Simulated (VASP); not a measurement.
# Sn (P6_3/mmc) in VASP: further runs, part 2 of 2

VASP 6.6.1. The steps go on from the part before.

## (4) Single point, PBEsol (volume scaled by 0.92)

File INCAR:

```
SYSTEM = Sn
PREC = Accurate
ENCUT = 520
EDIFF = 1E-6
ISMEAR = -1
SIGMA = 0.1
LREAL = .False.
LASPH = .True.
NELM = 80
ALGO = Normal
ISIF = 2
LWAVE = .False.
LCHARG = .False.
GGA = PS
NBANDS = 21
```

File KPOINTS:

```
regular mesh
0
Gamma
  12 12 7
  0 0 0
```

File POSCAR:

```
Sn
1.0
    3.2240671533      0.0000000000      0.0000000000
   -1.6120335767      2.7921240583      0.0000000000
    0.0000000000      0.0000000000      5.3617374804
Sn
2
Direct
    0.3333333333      0.6666666667      0.2500000000
    0.6666666667      0.3333333333      0.7500000000
```

Potentials or basis: VASP PAW PBE potentials, release 64 (Sn_d).

Launch:

```
$ cat potpaw_PBE.64/Sn_d/POTCAR > POTCAR
$ mpirun -np 1 vasp_std > vasp.out
```

OUTCAR:

```text
SYSTEM = Sn
   PREC = Accurate
   ENCUT = 520
   EDIFF = 1E-6
   ISMEAR = -1
   LREAL = .False.
   LASPH = .True.
   NELM = 80
   ISIF = 2
   GGA = PS

 ion  position               nearest neighbor table
   1  0.333  0.667  0.250-   2 3.26   2 3.26   2 3.26   2 3.26   2 3.26   2 3.26
   2  0.667  0.333  0.750-   1 3.26   1 3.26   1 3.26   1 3.26   1 3.26   1 3.26

  LATTYP: Found a hexagonal cell.
 ALAT       =     3.2240671533
 C/A-ratio  =     1.6630352984

  Lattice vectors:

 A1 = (   3.2240671533,   0.0000000000,   0.0000000000)
 A2 = (  -1.6120335767,   2.7921240583,   0.0000000000)
 A3 = (   0.0000000000,   0.0000000000,   5.3617374804)

Analysis of symmetry for initial positions (statically):
=====================================================================
 Subroutine PRICEL returns:
 Original cell was already a primitive cell.

 Routine SETGRP: Setting up the symmetry group for a
 hexagonal supercell.

 Subroutine GETGRP returns: Found 24 space group operations
 (whereof 12 operations were pure point group operations)
[... 155 lines left out ...]

 number of electron      27.9999990 magnetization

 Free energy of the ion-electron system (eV)
  ---------------------------------------------------
  ext. energy  EPLUGINS =         0.00000000
  ---------------------------------------------------
  free energy    TOTEN  =        -8.41183935 eV

  energy without entropy =       -8.37345898  energy(sigma->0) =       -8.39264917

 E-fermi :   9.4637     XC(G=0): -11.0750

 val. band max:        9.4486012170   @ k =   0.1667   0.1667   0.1429
 cond. band min:       9.4931979978   @ k =   0.2500   0.0000   0.1429
 fundamental gap:      0.0445967808
 Fermi energy:         9.4637175629

 k-point     1 :       0.0000    0.0000    0.0000
  band No.  band energies     occupation
      1     -12.0572      2.00000
      2     -12.0544      2.00000
      3     -12.0300      2.00000
      4     -12.0300      2.00000
      5     -12.0144      2.00000
      6     -12.0144      2.00000
[... 565 lines left out ...]
     20      18.5729      0.00000
     21      19.7666      0.00000

 [... further k-points ...]
[... 5 lines left out ...]
  --------------------------------------------------------------------------------------
  -------------------------------------------------------------------------------------
  Total        1.9220771      1.9220771      1.2034203     -0.0000000      0.0000000      0.0000000
  in kB       63.8024053     63.8024053     39.9469446     -0.0000000      0.0000000      0.0000000
  external PRESSURE =      55.8505851 kB  Pullay stress =       0.0000000 kB

 VOLUME and BASIS-vectors are now :
 -----------------------------------------------------------------------------
  energy-cutoff  :      520.00
  volume of cell :       48.27
      direct lattice vectors                 reciprocal lattice vectors
     3.224067153  0.000000000  0.000000000     0.310167237  0.179075138  0.000000000
    -1.612033577  2.792124058  0.000000000     0.000000000  0.358150275  0.000000000
     0.000000000  0.000000000  5.361737480     0.000000000  0.000000000  0.186506707

 POSITION                                       TOTAL-FORCE (eV/Angst)
 -----------------------------------------------------------------------------------
     -0.00000      1.86142      1.34043         0.000000     -0.000000      0.000000
      1.61203      0.93071      4.02130        -0.000000      0.000000      0.000000
 -----------------------------------------------------------------------------------
    total drift:                               -0.000000      0.000000      0.000000

  FREE ENERGIE OF THE ION-ELECTRON SYSTEM (eV)
  ---------------------------------------------------
  free  energy   TOTEN  =        -8.4118393527 eV

  energy  without entropy=       -8.3734589846  energy(sigma->0) =       -8.39264917
```

stdout:

```text
POSCAR found type information on POSCAR Sn
 POSCAR found :  1 types and       2 ions
 scaLAPACK will be used
 -----------------------------------------------------------------------------
|                                                                             |
|                                                                             |
|     You enforced a specific xc type in the INCAR file but a different       |
|     I HOPE YOU KNOW WHAT YOU ARE DOING!                                     |
|                                                                             |
 -----------------------------------------------------------------------------

 LDA part: xc-table for (Slater+PW92), standard interpolation
 POSCAR, INCAR and KPOINTS ok, starting setup
 FFT: planning ... GRIDC
 FFT: planning ... GRID_SOFT
 FFT: planning ... GRID
 WAVECAR not read
 entering main loop
```

Run time: 22 s. Hardware: 1 thread of Intel Xeon Platinum 8375C at 2.90GHz (Ice Lake), shared host; peak memory 0.19 GiB.

Results:

- Free energy: -8.4118 eV
- Pressure: 5.6 GPa
- Band gap on the k mesh: zero (band 14 reaches 16.25 eV, above the bottom of band 15 at 6.84 eV)

Levels at points of the mesh, in eV from the Fermi level:
```csv
k point,band 11,band 12,band 13,band 14,band 15,band 16,band 17,band 18
"(0.00, 0.00, 0.00)",-12.04,-7.18,-5.32,6.69,6.69,8.46,8.61,8.61
"(0.50, 0.00, 0.00)",-7.35,-6.33,-2.32,-1.74,-0.97,1.18,2.39,6.12
```

Caveat: the PAW data sets were made with another functional, which shifts forces and pressure a little; spin-orbit coupling is left out, which moves the levels of the heavy elements.

## (5) Single point, PBEsol (volume scaled by 0.96)

File INCAR:

```
SYSTEM = Sn
PREC     = Accurate       ! precision mode
ENCUT    = 520            ! plane-wave cutoff, eV
EDIFF    = 1E-7           ! SCF threshold, eV
ISMEAR   = -1             ! smearing method
SIGMA    = 0.1            ! smearing width, eV
LREAL    = .FALSE.        ! projectors in reciprocal space
LASPH    = .TRUE.         ! aspherical terms in the spheres
NELM     = 60             ! most SCF steps
ALGO     = Normal         ! electronic algorithm
ISIF     = 2              ! what is computed and relaxed
LWAVE    = .FALSE.        ! write WAVECAR
LCHARG   = .FALSE.        ! write CHGCAR
GGA      = PS             ! functional
NBANDS   = 21             ! bands
```

File KPOINTS:

```
regular mesh
0
G
  12 12 7
  0 0 0
```

File POSCAR:

```
Sn
1.0
    3.2701314791      0.0000000000      0.0000000000
   -1.6350657395      2.8320169346      0.0000000000
    0.0000000000      0.0000000000      5.4383440800
Sn
2
Direct
    0.3333333333      0.6666666667      0.2500000000
    0.6666666667      0.3333333333      0.7500000000
```

Potentials or basis: VASP PAW PBE potentials, release 64 (Sn_d).

Launch:

```
$ cat potpaw_PBE.64/Sn_d/POTCAR > POTCAR
$ mpirun -np 1 vasp_std > vasp.out
```

OUTCAR:

```text
SYSTEM = Sn
   PREC = Accurate
   ENCUT = 520
   EDIFF = 1E-7
   ISMEAR = -1
   LREAL = .FALSE.
   LASPH = .TRUE.
   NELM = 60
   ISIF = 2
   GGA = PS

 ion  position               nearest neighbor table
   1  0.333  0.667  0.250-   2 3.31   2 3.31   2 3.31   2 3.31   2 3.31   2 3.31
   2  0.667  0.333  0.750-   1 3.31   1 3.31   1 3.31   1 3.31   1 3.31   1 3.31

  LATTYP: Found a hexagonal cell.
 ALAT       =     3.2701314791
 C/A-ratio  =     1.6630352984

  Lattice vectors:

 A1 = (   3.2701314791,   0.0000000000,   0.0000000000)
 A2 = (  -1.6350657395,   2.8320169346,   0.0000000000)
 A3 = (   0.0000000000,   0.0000000000,   5.4383440800)

Analysis of symmetry for initial positions (statically):
=====================================================================
 Subroutine PRICEL returns:
 Original cell was already a primitive cell.

 Routine SETGRP: Setting up the symmetry group for a
 hexagonal supercell.

 Subroutine GETGRP returns: Found 24 space group operations
 (whereof 12 operations were pure point group operations)
 out of a pool of 24 trial point group operations.

The static configuration has the point symmetry D_3d.
 The point group associated with its full space group is D_6h.

Analysis of symmetry for dynamics (positions and initial velocities):
=====================================================================
 Subroutine PRICEL returns:
 Original cell was already a primitive cell.

 Routine SETGRP: Setting up the symmetry group for a
 hexagonal supercell.

 Subroutine GETGRP returns: Found 24 space group operations
 (whereof 12 operations were pure point group operations)
 out of a pool of 24 trial point group operations.

The dynamic configuration has the point symmetry D_3d.
 The point group associated with its full space group is D_6h.

 Subroutine INISYM returns: Found 24 space group operations
 (whereof 12 operations are pure point group operations),
 and found     1 'primitive' translations

----------------------------------------------------------------------------------------

                                     Primitive cell

  volume of cell :      50.3649

  direct lattice vectors                    reciprocal lattice vectors
     3.270131479  0.000000000  0.000000000     0.305798102  0.176552617  0.000000000
    -1.635065739  2.832016935  0.000000000     0.000000000  0.353105233  0.000000000
     0.000000000  0.000000000  5.438344080     0.000000000  0.000000000  0.183879502

  length of vectors
     3.270131479  3.270131479  5.438344080     0.353105233  0.353105233  0.183879502

  position of ions in fractional coordinates (direct lattice)
     0.333333333  0.666666667  0.250000000
     0.666666667  0.333333333  0.750000000

  ion indices of the primitive-cell ions
   primitive index   ion index
                 1           1
                 2           2

----------------------------------------------------------------------------------------

 KPOINTS: regular mesh

Automatic generation of k-mesh.
 Grid dimensions read from file:
 generate k-points for:   12   12    7

 Generating k-lattice:

  Cartesian coordinates                     Fractional coordinates (reciprocal lattice)
     0.025483175  0.014712718  0.000000000     0.083333333 -0.000000000  0.000000000
     0.000000000  0.029425436  0.000000000     0.000000000  0.083333333  0.000000000
     0.000000000  0.000000000  0.026268500     0.000000000  0.000000000  0.142857143

  Length of vectors
     0.029425436  0.029425436  0.026268500

  Shift w.r.t. Gamma in fractional coordinates (k-lattice)
     0.000000000  0.000000000  0.000000000

 Subroutine IBZKPT returns following result:
 ===========================================

 Found     76 irreducible k-points:

 Following reciprocal coordinates:
            Coordinates               Weight
  0.000000  0.000000  0.000000      1.000000
  0.083333  0.000000  0.000000      6.000000
  0.166667  0.000000  0.000000      6.000000
  0.250000  0.000000  0.000000      6.000000
  0.333333  0.000000  0.000000      6.000000
  0.416667  0.000000  0.000000      6.000000
[... 16 lines left out ...]
  0.250000  0.000000  0.142857     12.000000
  0.333333  0.000000  0.142857     12.000000
 [... further k-points ...]
   k-points           NKPTS =     76   k-points in BZ     NKDIM =     76   number of bands    NBANDS=     21
   number of dos      NEDOS =    301   number of ions     NIONS =      2
   total plane-waves  NPLWV =  23040
   dimension x,y,z NGX =    24 NGY =   24 NGZ =   40
   dimension x,y,z NGXF=    48 NGYF=   48 NGZF=   80
   ions per type =               2
   NGX,Y,Z   is equivalent  to a cutoff of  12.20, 12.20, 12.23 a.u.
   NGXF,Y,Z  is equivalent  to a cutoff of  24.40, 24.40, 24.46 a.u.
 SYSTEM =  Sn
   PREC   = accura    normal or accurate (medium, high low for compatibility)
   ISTART =      0    job   : 0-new  1-cont  2-samecut
   ICHARG =      2    charge: 1-file 2-atom 10-const
   ISPIN  =      1    spin polarized calculation?
   LNONCOLLINEAR =      F non collinear calculations
   LSORBIT =      F    spin-orbit coupling
   LASPH  =      T    aspherical Exc in radial PAW
   ENCUT  =  520.0 eV  38.22 Ry    6.18 a.u.   6.08  6.08 10.11*2*pi/ulx,y,z
   NELM   =     60;   NELMIN=  2; NELMDL= -5     # of ELM steps
   EDIFF  = 0.1E-06   stopping-criterion for ELM
   LREAL  =      F    real-space projection
   EDIFFG = 0.1E-05   stopping-criterion for IOM
   NSW    =      0    number of steps for IOM
   IBRION =     -1    ionic relax: 0-MD 1-quasi-New 2-CG
   NFREE  =      0    steps in history (QN), initial steepest desc. (CG)
   ISIF   =      2    stress and relaxation
   ISYM   =      2    0-nonsym 1-usesym 2-fastsym
   POTIM  = 0.5000    time-step for ionic-motion
   TEBEG  =    0.0;   TEEND  =   0.0 temperature during run
   PSTRESS=    0.0 pullay stress
   NELECT =      28.0000    total number of electrons
   NUPDOWN=      -1.0000    fix difference up-down
   EMIN   =  10.00;   EMAX   =-10.00  energy-range for DOS
   EFERMI =   0.00;   METHOD = LEGACY
   ISMEAR =    -1;   SIGMA  =   0.10  broadening in eV -4-tet -1-fermi 0-gaus
   EFERMI_NEDOS =   21; number of points for ismear=-14 and -15
   IALGO  =     38    algorithm
   IMIX   =      4    mixing-type and parameters
     AMIX     =   0.40;   BMIX     =  1.00
     AMIX_MAG =   1.60;   BMIX_MAG =  1.00
  volume/ion in A,a.u.               =      25.18       169.94
  Fermi-wavevector in a.u.,A,eV,Ry     =   1.346124  2.543805 24.654419  1.812049
  Thomas-Fermi vector in A             =   2.473981
   LORBIT       =      0    0 simple, 1 ext, 2 COOP (PROOUT), +10 PAW based schemes
   GGA     = PS    functional components
   LHFCALC =     F    Hartree Fock is set to
   AEXX    =    0.0000 exact exchange contribution
   IVDW    =     0    specifies the selected vdW correction
   LEPSILON=     F    determine dielectric tensor
   LRPA    =     F    only Hartree local field effects (RPA)
 non-spin polarized calculation
  energy-cutoff  :      520.00
  volume of cell :       50.36
 maximum number of plane-waves:      1386
   NGX = 13   NGY = 13   NGZ = 21

 number of electron      28.0000008 magnetization

 Free energy of the ion-electron system (eV)
  ---------------------------------------------------
  ext. energy  EPLUGINS =         0.00000000
  ---------------------------------------------------
  free energy    TOTEN  =        -8.46406158 eV

  energy without entropy =       -8.42253736  energy(sigma->0) =       -8.44329947

 E-fermi :   8.8924     XC(G=0): -10.8678

 val. band max:        8.8738741884   @ k =   0.1667   0.1667   0.1429
 cond. band min:       8.9043232867   @ k =   0.3333   0.2500   0.0000
 fundamental gap:      0.0304490983
 Fermi energy:         8.8923672242

 k-point     1 :       0.0000    0.0000    0.0000
  band No.  band energies     occupation
      1     -12.5827      2.00000
      2     -12.5816      2.00000
      3     -12.5613      2.00000
      4     -12.5613      2.00000
      5     -12.5479      2.00000
      6     -12.5479      2.00000
[... 13 lines left out ...]
     20      18.9695      0.00000
     21      21.2521      0.00000

 k-point     2 :       0.0833    0.0000    0.0000
  band No.  band energies     occupation
      1     -12.5870      2.00000
      2     -12.5766      2.00000
      3     -12.5552      2.00000
      4     -12.5488      2.00000
      5     -12.5433      2.00000
      6     -12.5357      2.00000
[... 520 lines left out ...]
 k-point    24 :       0.3333    0.0000    0.1429
  band No.  band energies     occupation
      1     -12.6518      2.00000
      2     -12.5829      2.00000
      3     -12.5765      2.00000
      4     -12.5353      2.00000
      5     -12.4930      2.00000
      6     -12.4739      2.00000
[... 13 lines left out ...]
     20      17.7947      0.00000
     21      19.0183      0.00000

 [... further k-points ...]
[... 5 lines left out ...]
  --------------------------------------------------------------------------------------
  -------------------------------------------------------------------------------------
  Total        0.9585703      0.9585703      0.3559374      0.0000000      0.0000000     -0.0000000
  in kB       30.4934669     30.4934669     11.3228695      0.0000000      0.0000000     -0.0000000
  external PRESSURE =      24.1032678 kB  Pullay stress =       0.0000000 kB

 VOLUME and BASIS-vectors are now :
 -----------------------------------------------------------------------------
  energy-cutoff  :      520.00
  volume of cell :       50.36
      direct lattice vectors                 reciprocal lattice vectors
     3.270131479  0.000000000  0.000000000     0.305798102  0.176552617  0.000000000
    -1.635065739  2.832016935  0.000000000     0.000000000  0.353105233  0.000000000
     0.000000000  0.000000000  5.438344080     0.000000000  0.000000000  0.183879502

 POSITION                                       TOTAL-FORCE (eV/Angst)
 -----------------------------------------------------------------------------------
     -0.00000      1.88801      1.35959         0.000000     -0.000000     -0.000000
      1.63507      0.94401      4.07876        -0.000000      0.000000      0.000000
 -----------------------------------------------------------------------------------
    total drift:                               -0.000000      0.000000      0.000000

  FREE ENERGIE OF THE ION-ELECTRON SYSTEM (eV)
  ---------------------------------------------------
  free  energy   TOTEN  =        -8.4640615847 eV

  energy  without entropy=       -8.4225373619  energy(sigma->0) =       -8.44329947
```

Run time: 28 s. Hardware: 1 thread of Intel Xeon Platinum 8375C at 2.90GHz (Ice Lake), shared host; peak memory 0.19 GiB.

What came out:

* Free energy: -8.4641 eV
* Pressure: 2.4 GPa
* Band gap on the k mesh: zero (band 14 reaches 15.41 eV, above the bottom of band 15 at 6.42 eV)

Levels at points of the mesh, in eV from the Fermi level:
```
           k point  band 11  band 12  band 13  band 14  band 15  band 16  band 17  band 18
(0.00, 0.00, 0.00)   -11.69    -7.09    -5.06     6.43     6.43     8.12     8.27     8.27
(0.50, 0.00, 0.00)    -7.22    -6.16    -2.38    -1.68    -0.89     1.21     2.34     6.01
```

Caveat: the PAW data sets were made with another functional, which shifts forces and pressure a little; spin-orbit coupling is left out, which moves the levels of the heavy elements.

## (6) Overview

```tsv
cell	k mesh	gap on the mesh (eV)	pressure (GPa)
a = 3.315, b = 3.315, c = 5.513 Å, angles 90.0, 90.0, 120.0°, 2 atoms	11 × 11 × 6	none	0.0
a = 3.177, b = 3.177, c = 5.283 Å, angles 90.0, 90.0, 120.0°, 2 atoms	12 × 12 × 7	none	9.6
a = 3.224, b = 3.224, c = 5.362 Å, angles 90.0, 90.0, 120.0°, 2 atoms	12 × 12 × 7	none	5.6
a = 3.270, b = 3.270, c = 5.438 Å, angles 90.0, 90.0, 120.0°, 2 atoms	12 × 12 × 7	none	2.4
```

Alike in all rows: task single point; level PBEsol; potentials or basis VASP PAW PBE potentials, release 64 (Sn_d); no spin polarisation; cutoff (eV) 520; smearing fermi-dirac 0.1 eV.

Caveats: the PAW data sets were made with another functional, which shifts forces and pressure a little; spin-orbit coupling is left out, which moves the levels of the heavy elements.

Total energies depend on the potentials used, so only differences within one code and one set of settings carry meaning.
